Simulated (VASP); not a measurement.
Set up this calculation in VASP 6.6.1, as the native input.

```yaml
Task: single point
Functional: PBE
Potentials_or_basis: VASP PAW PBE potentials, release 64 (Li_sv)
Cutoff: 520 eV
k_mesh: 13 × 13 × 13
Occupations: methfessel-paxton, width 0.1 eV
Spin: no spin polarisation
Dipole_correction: no
Further_INCAR_settings: ALGO = Normal; EDIFF = 1e-06; NBANDS = 8
```

The structure of Li lies in POSCAR:

```
Li
1.0
   -1.7154150880      1.7154150880      1.7154150880
    1.7154150880     -1.7154150880      1.7154150880
    1.7154150880      1.7154150880     -1.7154150880
Li
1
Direct
    0.0000000000      0.0000000000      0.0000000000
```

The input as run:

INCAR

```
PREC = Accurate
ENCUT = 520
EDIFF = 1E-6
ISMEAR = 1
SIGMA = 0.1
LREAL = F
LASPH = T
NELM = 60
ALGO = Normal
ISIF = 2
LWAVE = F
LCHARG = T
GGA = PE
LELF = T
LVHAR = T
NBANDS = 8
```

KPOINTS

```
Automatic mesh
0
Gamma
  13 13 13
```

Potentials or basis: VASP PAW PBE potentials, release 64 (Li_sv).

Run with:

```sh
$ cat potpaw_PBE.64/Li_sv/POTCAR > POTCAR
$ mpirun -np 1 vasp_std > vasp.out
```

It used 5.3 s of CPU time on 1 thread of Intel Xeon 6975P-C, on a shared host.
